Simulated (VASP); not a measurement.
LaSi2Pt2, 10 atoms in the cell. The structure is tetragonal, space group P4/nmm (No. 129). Conventional cell: a = 4.342 Å, b = 4.342 Å, c = 9.950 Å, α = 90.00°, β = 90.00°, γ = 90.00°. Within 4.4 Å of La (site symmetry 4mm) lie 9 Si at 3.26 to 3.82 Å and 9 Pt at 3.31 to 3.63 Å and 4 La at 4.34 Å. Si (site symmetry -4m2) has 4 Pt at 2.48 Å and 4 Si at 3.07 Å and 4 La at 3.26 Å within 3.3 Å. Within 3.4 Å of Si (site symmetry 4mm) lie 5 Pt at 2.50 to 2.52 Å and 4 La at 3.32 Å. Within 3.4 Å of Pt (site symmetry -4m2) lie 4 Si at 2.52 Å and 4 Pt at 3.07 Å and 4 La at 3.35 Å. Within 3.4 Å of Pt (site symmetry 4mm) lie 5 Si at 2.48 to 2.50 Å and 4 La at 3.31 Å. 

* Program: VASP 6.6.1
* Task: single point
* Functional: PBEsol
* Potentials or basis: VASP PAW PBE potentials, release 64 (La, Si, Pt)
* Cutoff: 520 eV
* k mesh: 6 × 6 × 3
* Occupations: fermi-dirac, width 0.1 eV
* Spin: no spin polarisation
* Dipole correction: no
* Further INCAR settings: ALGO = Normal; EDIFF = 1e-06; NBANDS = 50

Potentials or basis: VASP PAW PBE potentials, release 64 (La, Si, Pt).

The run is started by

```sh
$ cat potpaw_PBE.64/La/POTCAR potpaw_PBE.64/Si/POTCAR potpaw_PBE.64/Pt/POTCAR > POTCAR
$ mpirun -np 1 vasp_std > vasp.out
```

Hardware: 1 thread of Intel(R) Xeon(R) Platinum 8488C (Sapphire Rapids) (shared host).

Q: How long does it take, and how much memory?

A: It took 3.2 min on 1 thread of Intel(R) Xeon(R) Platinum 8488C (Sapphire Rapids) (shared host), peak memory 0.37 GiB. Counts: scf iterations 18, k points 20.
